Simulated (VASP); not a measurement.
# As (P6/mmm) in VASP: a series of runs

Runs on As. Level: PBE. Tasks: single point.

All numbers are computed with VASP 6.6.1; they aren't measurements. Logs are shortened: lines on timing, memory, paths and dates and some standing lists are left out, and cuts for length are marked.

## Step 1: The cell of the first run

It takes space group P6/mmm (No. 191, hexagonal). Conventional cell: a = 2.763 Å, b = 2.763 Å, c = 2.578 Å, α = 90.00°, β = 90.00°, γ = 120.00°. As (site symmetry 6/mmm) has 8 As at 2.58 to 2.76 Å within 3.4 Å.

## Step 2: Single point, PBE (volume scaled by 0.85)

INCAR reads:

```
PREC = Accurate
ENCUT = 520
EDIFF = 1E-7
ISMEAR = -1
SIGMA = 0.05
LREAL = False
LASPH = True
NELM = 80
ALGO = Normal
ISIF = 2
LWAVE = False
LCHARG = True
GGA = PE
LELF = True
LVHAR = True
NBANDS = 8
```

KPOINTS reads:

```
regular mesh
0
Gamma
  15 15 14
```

POSCAR reads:

```
As
1.0
    2.7634533582      0.0000000000      0.0000000000
   -1.3817266790      2.3932208104      0.0000000000
    0.0000000000      0.0000000000      2.5779044625
As
1
Direct
    0.0000000000      0.0000000000      0.0000000000
```

Potentials or basis: VASP PAW PBE potentials, release 64 (As).

Started as:

```sh
> cat potpaw_PBE.64/As/POTCAR > POTCAR
> mpirun -np 1 vasp_std > vasp.out
```

OUTCAR:

```text
PREC = Accurate
   ENCUT = 520
   EDIFF = 1E-7
   ISMEAR = -1
   LREAL = False
   LASPH = True
   NELM = 80
   ISIF = 2
   GGA = PE

 ion  position               nearest neighbor table
   1  0.000  0.000  0.000-

  LATTYP: Found a hexagonal cell.
 ALAT       =     2.7634533582
 C/A-ratio  =     0.9328561507

  Lattice vectors:

 A1 = (   2.7634533582,   0.0000000000,   0.0000000000)
 A2 = (  -1.3817266790,   2.3932208104,   0.0000000000)
 A3 = (   0.0000000000,   0.0000000000,   2.5779044625)

Analysis of symmetry for initial positions (statically):
=====================================================================
 Subroutine PRICEL returns:
 Original cell was already a primitive cell.

 Routine SETGRP: Setting up the symmetry group for a
 hexagonal supercell.

 Subroutine GETGRP returns: Found 24 space group operations
 (whereof 24 operations were pure point group operations)
 out of a pool of 24 trial point group operations.

The static configuration has the point symmetry D_6h.

Analysis of symmetry for dynamics (positions and initial velocities):
=====================================================================
 Subroutine PRICEL returns:
 Original cell was already a primitive cell.

 Routine SETGRP: Setting up the symmetry group for a
 hexagonal supercell.

 Subroutine GETGRP returns: Found 24 space group operations
 (whereof 24 operations were pure point group operations)
 out of a pool of 24 trial point group operations.

The dynamic configuration has the point symmetry D_6h.

 Subroutine INISYM returns: Found 24 space group operations
 (whereof 24 operations are pure point group operations),
 and found     1 'primitive' translations

----------------------------------------------------------------------------------------

                                     Primitive cell

  volume of cell :      17.0491

  direct lattice vectors                    reciprocal lattice vectors
     2.763453358  0.000000000  0.000000000     0.361866068  0.208923472  0.000000000
    -1.381726679  2.393220810  0.000000000     0.000000000  0.417846943  0.000000000
     0.000000000  0.000000000  2.577904462     0.000000000  0.000000000  0.387911971

  length of vectors
     2.763453358  2.763453358  2.577904462     0.417846943  0.417846943  0.387911971
[... 72 lines left out ...]
   ICHARG =      2    charge: 1-file 2-atom 10-const
   ISPIN  =      1    spin polarized calculation?
   LNONCOLLINEAR =      F non collinear calculations
   LSORBIT =      F    spin-orbit coupling
   LASPH  =      T    aspherical Exc in radial PAW
   ENCUT  =  520.0 eV  38.22 Ry    6.18 a.u.   5.14  5.14  4.79*2*pi/ulx,y,z
   NELM   =     80;   NELMIN=  2; NELMDL= -5     # of ELM steps
   EDIFF  = 0.1E-06   stopping-criterion for ELM
   LREAL  =      F    real-space projection
   EDIFFG = 0.1E-05   stopping-criterion for IOM
   NSW    =      0    number of steps for IOM
   IBRION =     -1    ionic relax: 0-MD 1-quasi-New 2-CG
   NFREE  =      0    steps in history (QN), initial steepest desc. (CG)
   ISIF   =      2    stress and relaxation
   ISYM   =      2    0-nonsym 1-usesym 2-fastsym
   POTIM  = 0.5000    time-step for ionic-motion
   TEBEG  =    0.0;   TEEND  =   0.0 temperature during run
   PSTRESS=    0.0 pullay stress
   NELECT =       5.0000    total number of electrons
   NUPDOWN=      -1.0000    fix difference up-down
   EMIN   =  10.00;   EMAX   =-10.00  energy-range for DOS
   EFERMI =   0.00;   METHOD = LEGACY
   ISMEAR =    -1;   SIGMA  =   0.05  broadening in eV -4-tet -1-fermi 0-gaus
   EFERMI_NEDOS =   21; number of points for ismear=-14 and -15
   IALGO  =     38    algorithm
   IMIX   =      4    mixing-type and parameters
     AMIX     =   0.40;   BMIX     =  1.00
     AMIX_MAG =   1.60;   BMIX_MAG =  1.00
  volume/ion in A,a.u.               =      17.05       115.05
  Fermi-wavevector in a.u.,A,eV,Ry     =   1.087671  2.055400 16.096079  1.183028
  Thomas-Fermi vector in A             =   2.223836
   LORBIT       =      0    0 simple, 1 ext, 2 COOP (PROOUT), +10 PAW based schemes
   GGA     = PE    functional components
   LHFCALC =     F    Hartree Fock is set to
   AEXX    =    0.0000 exact exchange contribution
   IVDW    =     0    specifies the selected vdW correction
   LEPSILON=     F    determine dielectric tensor
   LRPA    =     F    only Hartree local field effects (RPA)
 non-spin polarized calculation
  energy-cutoff  :      520.00
  volume of cell :       17.05
 maximum number of plane-waves:       469
 NGX is ok and might be reduce to    24

 number of electron       5.0000000 magnetization

 Free energy of the ion-electron system (eV)
  ---------------------------------------------------
  ext. energy  EPLUGINS =         0.00000000
  ---------------------------------------------------
  free energy    TOTEN  =        -4.24265298 eV

  energy without entropy =       -4.23952915  energy(sigma->0) =       -4.24109107

 E-fermi :   7.9066     XC(G=0): -11.1774

 val. band max:        7.8703121856   @ k =   0.2667   0.1333   0.0714
 cond. band min:       7.9394853923   @ k =   0.2000   0.2000   0.5000
 fundamental gap:      0.0691732067
 Fermi energy:         7.9066109902

 k-point     1 :       0.0000    0.0000    0.0000
  band No.  band energies     occupation
      1      -8.5319      2.00000
      2      12.5926      0.00000
      3      13.7974      0.00000
      4      13.7974      0.00000
      5      16.5745      0.00000
      6      20.7017      0.00000
      7      20.7017      0.00000
      8      21.4321      0.00000
[... 243 lines left out ...]
 k-point    24 :       0.4000    0.2000    0.0000
  band No.  band energies     occupation
      1      -3.1470      2.00000
      2       0.8191      2.00000
      3       5.0661      2.00000
      4      16.5474      0.00000
      5      20.4691      0.00000
      6      23.4128      0.00000
      7      24.2897      0.00000
      8      24.9150      0.00000

 [... further k-points ...]
[... 5 lines left out ...]
  --------------------------------------------------------------------------------------
  -------------------------------------------------------------------------------------
  Total        1.9592460      1.9592460      1.9701289      0.0000000      0.0000000     -0.0000000
  in kB      184.1186714    184.1186714    185.1413795      0.0000000      0.0000000     -0.0000000
  external PRESSURE =     184.4595741 kB  Pullay stress =       0.0000000 kB

 VOLUME and BASIS-vectors are now :
 -----------------------------------------------------------------------------
  energy-cutoff  :      520.00
  volume of cell :       17.05
      direct lattice vectors                 reciprocal lattice vectors
     2.763453358  0.000000000  0.000000000     0.361866068  0.208923472  0.000000000
    -1.381726679  2.393220810  0.000000000     0.000000000  0.417846943  0.000000000
     0.000000000  0.000000000  2.577904462     0.000000000  0.000000000  0.387911971

 POSITION                                       TOTAL-FORCE (eV/Angst)
 -----------------------------------------------------------------------------------
      0.00000      0.00000      0.00000         0.000000      0.000000      0.000000
 -----------------------------------------------------------------------------------
    total drift:                               -0.000000      0.000000      0.000000

  FREE ENERGIE OF THE ION-ELECTRON SYSTEM (eV)
  ---------------------------------------------------
  free  energy   TOTEN  =        -4.2426529788 eV

  energy  without entropy=       -4.2395291530  energy(sigma->0) =       -4.24109107
```

OSZICAR:

```text
N       E                     dE             d eps       ncg     rms          rms(c)
DAV:   1     0.239110850831E+01    0.23911E+01   -0.22474E+03  3472   0.484E+02
DAV:   2    -0.418990650979E+01   -0.65810E+01   -0.62287E+01  4680   0.503E+01
DAV:   3    -0.424457279232E+01   -0.54666E-01   -0.54608E-01  3928   0.503E+00
DAV:   4    -0.424460638963E+01   -0.33597E-04   -0.33597E-04  5160   0.140E-01
DAV:   5    -0.424460639626E+01   -0.66325E-08   -0.59022E-08  4000   0.128E-03    0.275E+00
DAV:   6    -0.424322784660E+01    0.13785E-02   -0.39204E-04  4288   0.165E-01    0.164E+00
DAV:   7    -0.424264097093E+01    0.58688E-03   -0.10077E-03  3608   0.264E-01    0.577E-02
DAV:   8    -0.424265271194E+01   -0.11741E-04   -0.28914E-05  5096   0.405E-02    0.651E-03
DAV:   9    -0.424265314556E+01   -0.43362E-06   -0.82421E-07  3984   0.802E-03    0.189E-03
DAV:  10    -0.424265295150E+01    0.19406E-06   -0.23665E-07  4544   0.298E-03    0.344E-04
DAV:  11    -0.424265297882E+01   -0.27318E-07   -0.43092E-09  1944   0.531E-04
   1 F= -.42426530E+01 E0= -.42410911E+01  d E =-.312383E-02
```

stdout:

```text
POSCAR found type information on POSCAR As
 POSCAR found :  1 types and       1 ions
 scaLAPACK will be used
 LDA part: xc-table for (Slater+PW92), standard interpolation
 POSCAR, INCAR and KPOINTS ok, starting setup
 FFT: planning ... GRIDC
 FFT: planning ... GRID_SOFT
 FFT: planning ... GRID
 WAVECAR not read
 entering main loop
```

Wall time 12 s (1 thread of Intel Xeon 6975P-C (Granite Rapids), shared host); peak memory 0.15 GiB.

What came out:

* Free energy: -4.2427 eV
* Pressure: 18.4 GPa

Stress tensor (GPa, compression positive):
```
18.41  0.00  0.00
 0.00 18.41  0.00
 0.00  0.00 18.51
```

Levels at points of the mesh, in eV from the Fermi level:
```
           k point  band 1  band 2  band 3  band 4  band 5
(0.00, 0.00, 0.00)  -16.44    4.69    5.89    5.89    8.67
(0.00, 0.00, 0.50)  -12.60   -8.25    8.65    8.65   15.86
```

Caveat: the cell differs from its parent crystal (volume scaled by 0.85).

## Step 3: Single point, PBE

This run uses another cell than the first one, of 19.05 Å³/atom, 1.118 times its volume.

INCAR reads:

```
SYSTEM = As
ALGO     = Normal         ! electronic algorithm
EDIFF    = 1E-7           ! SCF threshold, eV
ENCUT    = 520            ! plane-wave cutoff, eV
GGA      = PE             ! functional
ISIF     = 2              ! what is computed and relaxed
ISMEAR   = -1             ! smearing method
LASPH    = .True.         ! aspherical terms in the spheres
LCHARG   = .False.        ! write CHGCAR
LREAL    = .False.        ! projectors in reciprocal space
LWAVE    = .False.        ! write WAVECAR
NBANDS   = 8              ! bands
NELM     = 60             ! most SCF steps
PREC     = Accurate       ! precision mode
SIGMA    = 0.05           ! smearing width, eV
```

KPOINTS reads:

```
k-points
0
Gamma
  15 15 14
  0 0 0
```

POSCAR reads:

```
As
1.0
    2.8640797999      0.0000000000      0.0000000000
   -1.4320398999      2.4803658652      0.0000000000
    0.0000000000      0.0000000000      2.6822888679
As
1
Direct
    0.0000000000      0.0000000000      0.0000000000
```

Potentials or basis: VASP PAW PBE potentials, release 64 (As).

Started as:

```sh
> cat potpaw_PBE.64/As/POTCAR > POTCAR
> mpirun -np 1 vasp_std > vasp.out
```

OUTCAR:

```text
SYSTEM = As
   EDIFF = 1E-7
   ENCUT = 520
   GGA = PE
   ISIF = 2
   ISMEAR = -1
   LASPH = .True.
   LREAL = .False.
   NELM = 60
   PREC = Accurate

 ion  position               nearest neighbor table
   1  0.000  0.000  0.000-

  LATTYP: Found a hexagonal cell.
 ALAT       =     2.8640797999
 C/A-ratio  =     0.9365272811

  Lattice vectors:

 A1 = (   2.8640797999,   0.0000000000,   0.0000000000)
 A2 = (  -1.4320398999,   2.4803658652,   0.0000000000)
 A3 = (   0.0000000000,   0.0000000000,   2.6822888679)
[... 434 lines left out ...]
  band No.  band energies     occupation
      1      -4.1689      2.00000
      2       0.2926      2.00000
      3       4.1113      2.00000
      4      13.9830      0.00000
      5      18.5192      0.00000
      6      20.8927      0.00000
      7      22.1896      0.00000
      8      22.7398      0.00000

 [... further k-points ...]
[... 5 lines left out ...]
  --------------------------------------------------------------------------------------
  -------------------------------------------------------------------------------------
  Total        0.5509151      0.5509151      0.5639963      0.0000000     -0.0000000      0.0000000
  in kB       46.3221612     46.3221612     47.4220633      0.0000000     -0.0000000      0.0000000
  external PRESSURE =      46.6887952 kB  Pullay stress =       0.0000000 kB

 VOLUME and BASIS-vectors are now :
 -----------------------------------------------------------------------------
  energy-cutoff  :      520.00
  volume of cell :       19.05
      direct lattice vectors                 reciprocal lattice vectors
     2.864079800  0.000000000  0.000000000     0.349152283  0.201583164  0.000000000
    -1.432039900  2.480365865  0.000000000     0.000000000  0.403166329  0.000000000
     0.000000000  0.000000000  2.682288868     0.000000000  0.000000000  0.372815923

 POSITION                                       TOTAL-FORCE (eV/Angst)
 -----------------------------------------------------------------------------------
      0.00000      0.00000      0.00000         0.000000      0.000000      0.000000
 -----------------------------------------------------------------------------------
    total drift:                               -0.000000      0.000000      0.000000

  FREE ENERGIE OF THE ION-ELECTRON SYSTEM (eV)
  ---------------------------------------------------
  free  energy   TOTEN  =        -4.3793265919 eV

  energy  without entropy=       -4.3752955344  energy(sigma->0) =       -4.37731106
```

OSZICAR:

```text
N       E                     dE             d eps       ncg     rms          rms(c)
DAV:   1     0.280261522300E+01    0.28026E+01   -0.21541E+03  3464   0.475E+02
DAV:   2    -0.430695908004E+01   -0.71096E+01   -0.68602E+01  4840   0.510E+01
DAV:   3    -0.437848048291E+01   -0.71521E-01   -0.71397E-01  3960   0.555E+00
DAV:   4    -0.437853521580E+01   -0.54733E-04   -0.54733E-04  5248   0.178E-01
DAV:   5    -0.437853522887E+01   -0.13068E-07   -0.13085E-07  4000   0.163E-03    0.220E+00
DAV:   6    -0.437887297158E+01   -0.33774E-03   -0.82102E-04  4368   0.187E-01    0.130E+00
DAV:   7    -0.437931255330E+01   -0.43958E-03   -0.18983E-03  4024   0.285E-01    0.555E-02
DAV:   8    -0.437932632824E+01   -0.13775E-04   -0.55553E-05  4432   0.522E-02    0.465E-03
DAV:   9    -0.437932680587E+01   -0.47763E-06   -0.85656E-07  4528   0.733E-03    0.253E-03
DAV:  10    -0.437932660456E+01    0.20131E-06   -0.30052E-07  4288   0.342E-03    0.366E-04
DAV:  11    -0.437932659193E+01    0.12628E-07   -0.78031E-09  1976   0.730E-04
   1 F= -.43793266E+01 E0= -.43773111E+01  d E =-.403106E-02
```

stdout:

```text
POSCAR found type information on POSCAR As
 POSCAR found :  1 types and       1 ions
 scaLAPACK will be used
 LDA part: xc-table for (Slater+PW92), standard interpolation
 POSCAR, INCAR and KPOINTS ok, starting setup
 FFT: planning ... GRIDC
 FFT: planning ... GRID_SOFT
 FFT: planning ... GRID
 WAVECAR not read
 entering main loop
```

Wall time 12 s (1 thread of Intel Xeon Platinum 8375C at 2.90GHz (Ice Lake), shared host); peak memory 0.15 GiB.

Results:

```yaml
Free_energy: -4.3793 eV
Pressure: 4.7 GPa
```

## Step 4: Single point, PBE

INCAR reads:

```
  ALGO = Normal
  EDIFF = 1E-6
  ENCUT = 520
  GGA = PE
  ISIF = 2
  ISMEAR = -1
  LASPH = T
  LCHARG = T
  LELF = T
  LREAL = F
  LVHAR = T
  LWAVE = F
  NBANDS = 8
  NELM = 100
  PREC = Accurate
  SIGMA = 0.05
```

KPOINTS reads:

```
k-points
0
Gamma
  15 15 14
```

Edit POSCAR of step 3 so:

```diff
@@ -4,3 +4,3 @@
    -1.4320398999      2.4803658652      0.0000000000
-    0.0000000000      0.0000000000      2.6822888679
+    0.0000000000      0.0000000000      2.6822888680
 As
```

Potentials or basis: VASP PAW PBE potentials, release 64 (As).

Started as:

```sh
> cat potpaw_PBE.64/As/POTCAR > POTCAR
> mpirun -np 1 vasp_std > vasp.out
```

OUTCAR:

```text
EDIFF = 1E-6
   ENCUT = 520
   GGA = PE
   ISIF = 2
   ISMEAR = -1
   LASPH = T
   LREAL = F
   NELM = 100
   PREC = Accurate

 ion  position               nearest neighbor table
   1  0.000  0.000  0.000-

  LATTYP: Found a hexagonal cell.
 ALAT       =     2.8640797999
 C/A-ratio  =     0.9365272812

  Lattice vectors:

 A1 = (   2.8640797999,   0.0000000000,   0.0000000000)
 A2 = (  -1.4320398999,   2.4803658652,   0.0000000000)
 A3 = (   0.0000000000,   0.0000000000,   2.6822888680)

Analysis of symmetry for initial positions (statically):
=====================================================================
 Subroutine PRICEL returns:
 Original cell was already a primitive cell.

 Routine SETGRP: Setting up the symmetry group for a
 hexagonal supercell.

 Subroutine GETGRP returns: Found 24 space group operations
 (whereof 24 operations were pure point group operations)
 out of a pool of 24 trial point group operations.

The static configuration has the point symmetry D_6h.

Analysis of symmetry for dynamics (positions and initial velocities):
=====================================================================
 Subroutine PRICEL returns:
[... 153 lines left out ...]
  energy without entropy =       -4.37529599  energy(sigma->0) =       -4.37731140

 E-fermi :   6.5319     XC(G=0): -10.6780

 val. band max:        6.4510213298   @ k =   0.1333   0.1333   0.1429
 cond. band min:       6.5583527716   @ k =   0.4000   0.1333   0.2857
 fundamental gap:      0.1073314418
 Fermi energy:         6.5319371729

 k-point     1 :       0.0000    0.0000    0.0000
  band No.  band energies     occupation
      1      -8.7998      2.00000
      2      10.6672      0.00000
      3      11.7417      0.00000
      4      11.7417      0.00000
      5      15.0069      0.00000
      6      18.7121      0.00000
      7      18.9735      0.00000
      8      18.9735      0.00000
[... 243 lines left out ...]
 k-point    24 :       0.4000    0.2000    0.0000
  band No.  band energies     occupation
      1      -4.1691      2.00000
      2       0.2927      2.00000
      3       4.1114      2.00000
      4      13.9828      0.00000
      5      18.5192      0.00000
      6      20.8925      0.00000
      7      22.1898      0.00000
      8      22.7393      0.00000

 [... further k-points ...]
[... 5 lines left out ...]
  --------------------------------------------------------------------------------------
  -------------------------------------------------------------------------------------
  Total        0.5523574      0.5523574      0.5624230      0.0000000     -0.0000000      0.0000000
  in kB       46.4434361     46.4434361     47.2897718      0.0000000     -0.0000000      0.0000000
  external PRESSURE =      46.7255480 kB  Pullay stress =       0.0000000 kB

 VOLUME and BASIS-vectors are now :
 -----------------------------------------------------------------------------
  energy-cutoff  :      520.00
  volume of cell :       19.05
      direct lattice vectors                 reciprocal lattice vectors
     2.864079800  0.000000000  0.000000000     0.349152283  0.201583164  0.000000000
    -1.432039900  2.480365865  0.000000000     0.000000000  0.403166329  0.000000000
     0.000000000  0.000000000  2.682288868     0.000000000  0.000000000  0.372815923

 POSITION                                       TOTAL-FORCE (eV/Angst)
 -----------------------------------------------------------------------------------
      0.00000      0.00000      0.00000        -0.000000      0.000000      0.000000
 -----------------------------------------------------------------------------------
    total drift:                               -0.000000      0.000000      0.000000

  FREE ENERGIE OF THE ION-ELECTRON SYSTEM (eV)
  ---------------------------------------------------
  free  energy   TOTEN  =        -4.3793268053 eV

  energy  without entropy=       -4.3752959872  energy(sigma->0) =       -4.37731140
```

Run time: 13 s. Hardware: 1 thread of Intel Xeon Platinum 8375C at 2.90GHz (Ice Lake), shared host; peak memory 0.15 GiB.

Results:

```yaml
Free_energy: -4.3793 eV
Pressure: 4.7 GPa
```

(Continued in part 2 of 2.)
